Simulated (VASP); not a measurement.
# CdSe (Fm-3m) in VASP: vibrations by perturbation theory with LDA

Aim: the vibrations by perturbation theory of CdSe with LDA.

Everything below comes from runs of VASP 6.6.1. Logs are shortened: lines on timing, memory, paths and dates and some standing lists are left out, and cuts for length are marked.

## Step 1: The cell of the first run

It takes space group Fm-3m (No. 225, cubic). The conventional cell has a = 5.748 Å, b = 5.748 Å, c = 5.748 Å, α = 90.00°, β = 90.00°, γ = 90.00°. Within 3.8 Å of Cd (site symmetry m-3m) lie 6 Se at 2.87 Å. Se (site symmetry m-3m) has 6 Cd at 2.87 Å within 3.8 Å.

## Step 2: Vibrations by perturbation theory, LDA

The input, INCAR:

```
  PREC = Accurate
  ENCUT = 520
  EDIFF = 1E-8
  ISMEAR = -1
  SIGMA = 0.1
  LREAL = False
  LASPH = True
  NELM = 60
  ALGO = Normal
  ISIF = 2
  LWAVE = False
  LCHARG = False
  GGA = CA
  NBANDS = 16
  IBRION = 8
  NSW = 1
```

The input, KPOINTS:

```
Automatic mesh
0
Gamma
  6 6 6
```

The input, POSCAR:

```
CdSe
1.0
    0.0000000000      2.8739580000      2.8739580000
    2.8739580000      0.0000000000      2.8739580000
    2.8739580000      2.8739580000      0.0000000000
Cd Se
1 1
Direct
    0.0000000000      0.0000000000      0.0000000000
    0.5000000000      0.5000000000      0.5000000000
```

Potentials or basis: VASP PAW LDA potentials, release 64 (Cd, Se).

The run is started by

```bash
$ cat potpaw_LDA.64/Cd/POTCAR potpaw_LDA.64/Se/POTCAR > POTCAR
$ mpirun -np 1 vasp_std > vasp.out
```

OUTCAR:

```text
PREC = Accurate
   ENCUT = 520
   EDIFF = 1E-8
   ISMEAR = -1
   LREAL = False
   LASPH = True
   NELM = 60
   ISIF = 2
   GGA = CA
   IBRION = 8
   NSW = 1

 ion  position               nearest neighbor table
   1  0.000  0.000  0.000-   2 2.87   2 2.87   2 2.87   2 2.87   2 2.87   2 2.87
   2  0.500  0.500  0.500-   1 2.87   1 2.87   1 2.87   1 2.87   1 2.87   1 2.87

  LATTYP: Found a face centered cubic cell.
 ALAT       =     5.7479160000

  Lattice vectors:

 A1 = (   0.0000000000,   2.8739580000,   2.8739580000)
 A2 = (   2.8739580000,   0.0000000000,   2.8739580000)
 A3 = (   2.8739580000,   2.8739580000,   0.0000000000)

Analysis of symmetry for initial positions (statically):
=====================================================================
 Subroutine PRICEL returns:
 Original cell was already a primitive cell.

 Routine SETGRP: Setting up the symmetry group for a
 face centered cubic supercell.

 Subroutine GETGRP returns: Found 48 space group operations
 (whereof 48 operations were pure point group operations)
 out of a pool of 48 trial point group operations.

The static configuration has the point symmetry O_h .

Analysis of symmetry for dynamics (positions and initial velocities):
=====================================================================
 Subroutine PRICEL returns:
 Original cell was already a primitive cell.

 Routine SETGRP: Setting up the symmetry group for a
 face centered cubic supercell.

 Subroutine GETGRP returns: Found 48 space group operations
 (whereof 48 operations were pure point group operations)
 out of a pool of 48 trial point group operations.

The dynamic configuration has the point symmetry O_h .

 Subroutine INISYM returns: Found 48 space group operations
 (whereof 48 operations are pure point group operations),
 and found     1 'primitive' translations

----------------------------------------------------------------------------------------

[... 452 lines left out ...]

 VOLUME and BASIS-vectors are now :
 -----------------------------------------------------------------------------
  energy-cutoff  :      520.00
  volume of cell :       47.48
      direct lattice vectors                 reciprocal lattice vectors
     0.000000000  2.873958000  2.873958000    -0.173976098  0.173976098  0.173976098
     2.873958000  0.000000000  2.873958000     0.173976098 -0.173976098  0.173976098
     2.873958000  2.873958000  0.000000000     0.173976098  0.173976098 -0.173976098

 POSITION                                       TOTAL-FORCE (eV/Angst)
 -----------------------------------------------------------------------------------
      0.00000      0.00000      0.00000        -0.000000      0.000000     -0.000000
      2.87396      2.87396      2.87396         0.000000      0.000000      0.000000
 -----------------------------------------------------------------------------------
    total drift:                               -0.000000      0.000000      0.000000

  FREE ENERGIE OF THE ION-ELECTRON SYSTEM (eV)
  ---------------------------------------------------
  free  energy   TOTEN  =        -6.5295800527 eV

  energy  without entropy=       -6.5160746458  energy(sigma->0) =       -6.52282735

[... ionic steps 2 to 3 ...]

--------------------------------------- Ionic step        4  -------------------------------------------

------------------------ aborting loop because EDIFF is reached ----------------------------------------

[... ionic steps 5 to 6 ...]

--------------------------------------- Ionic step        7  -------------------------------------------

 Free energy of the ion-electron system (eV)
  ---------------------------------------------------
  ---------------------------------------------------
  free energy    TOTEN  =        -0.08272843 eV

  energy without entropy =       -0.08272843

------------------------ aborting loop because EDIFF is reached ----------------------------------------

 INTERNAL STRAIN TENSOR  FOR ION    2  DIRECTION 1   (eV/Angst):
 -----------------------------------------------------------------------------
    -0.03560 -0.00000 -0.00000
     0.00000  0.02970  0.00000
    -0.00000  0.00000  0.02970

 INTERNAL STRAIN TENSOR FOR ION    2 for displacements in x,y,z  (eV/Angst):
          X           Y           Z          XY          YZ          ZX
  --------------------------------------------------------------------------------
  x     0.00000     0.00000     0.00000     0.00000     0.00000     0.00000
  y     0.00000     0.00000     0.00000     0.00000     0.00000     0.00000
  z     0.00000     0.00000     0.00000     0.00000     0.00000     0.00000

 SECOND DERIVATIVES (NOT SYMMETRIZED)
 ------------------------------------
               1X          1Y          1Z          2X          2Y          2Z
  1X    -0.674191    0.000000    0.000000    0.674191    0.000000    0.000000
  1Y     0.000000   -0.674191    0.000000    0.000000    0.674191    0.000000
  1Z     0.000000    0.000000   -0.674191    0.000000    0.000000    0.674191
  2X     0.656249    0.000000    0.000000   -0.656249    0.000000    0.000000
  2Y     0.000000    0.656249    0.000000    0.000000   -0.656249    0.000000
  2Z     0.000000    0.000000    0.656249    0.000000    0.000000   -0.656249

 Eigenvectors and eigenvalues of the dynamical matrix
 ----------------------------------------------------

   1 f  =    1.870082 THz    11.750070 2PiTHz   62.379211 cm-1     7.734033 meV
             X         Y         Z           dx          dy          dz
      0.000000  0.000000  0.000000     0.000000    0.647427    0.000000
      2.873958  2.873958  2.873958    -0.000000   -0.762128    0.000000
[... 21 lines left out ...]
   6 f/i=    0.012444 THz     0.078189 2PiTHz    0.415095 cm-1     0.051465 meV
             X         Y         Z           dx          dy          dz
      0.000000  0.000000  0.000000     0.110895    0.518894    0.547074
      2.873958  2.873958  2.873958     0.094205    0.440800    0.464739

--------------------------------------------------------------------------------------------------------

 ELASTIC MODULI CONTR FROM IONIC RELAXATION (kBar)
 Direction    XX          YY          ZZ          XY          YZ          ZX
 --------------------------------------------------------------------------------
 XX           0.0000      0.0000      0.0000      0.0000      0.0000      0.0000
 YY           0.0000      0.0000      0.0000      0.0000      0.0000      0.0000
 ZZ           0.0000      0.0000      0.0000      0.0000      0.0000      0.0000
 XY           0.0000      0.0000      0.0000      0.0000      0.0000      0.0000
 YZ           0.0000      0.0000      0.0000      0.0000      0.0000      0.0000
 ZX           0.0000      0.0000      0.0000      0.0000      0.0000      0.0000
 --------------------------------------------------------------------------------
```

stdout:

```text
POSCAR found type information on POSCAR CdSe
 POSCAR found :  2 types and       2 ions
 scaLAPACK will be used
 LDA part: xc-table for (Slater(with rela. corr.)+CA(PZ))
 , standard interpolation
 POSCAR, INCAR and KPOINTS ok, starting setup
 FFT: planning ... GRIDC
 FFT: planning ... GRID_SOFT
 FFT: planning ... GRID
 WAVECAR not read
 entering main loop
 Linear response reoptimize wavefunctions to high precision
 Linear response DOF=           2
 Linear response progress:
 first order change of Fermi-energy  -0.29640E-03
 force on displaced ion       1 direction 1 :  -0.674   0.000   0.000
 Linear response progress:
 first order change of Fermi-energy   0.14495E-02
 force on displaced ion       2 direction 1 :  -0.656   0.000   0.000
 Linear response finished
```

Wall time 2.1 min (1 thread of Intel Xeon 8259CL, shared host); peak memory 0.21 GiB.

What came out:

```yaml
Highest_phonon_frequency_at_Γ_LO-TO_splitting_left_out: 62 cm⁻¹
```

Phonon frequencies in cm⁻¹ (negative: imaginary):
```
              q point     frequencies
(0.000, 0.000, 0.000)  0 0 0 62 62 62
```

Caveat: the cell wasn't relaxed at this level first, which shifts response properties.
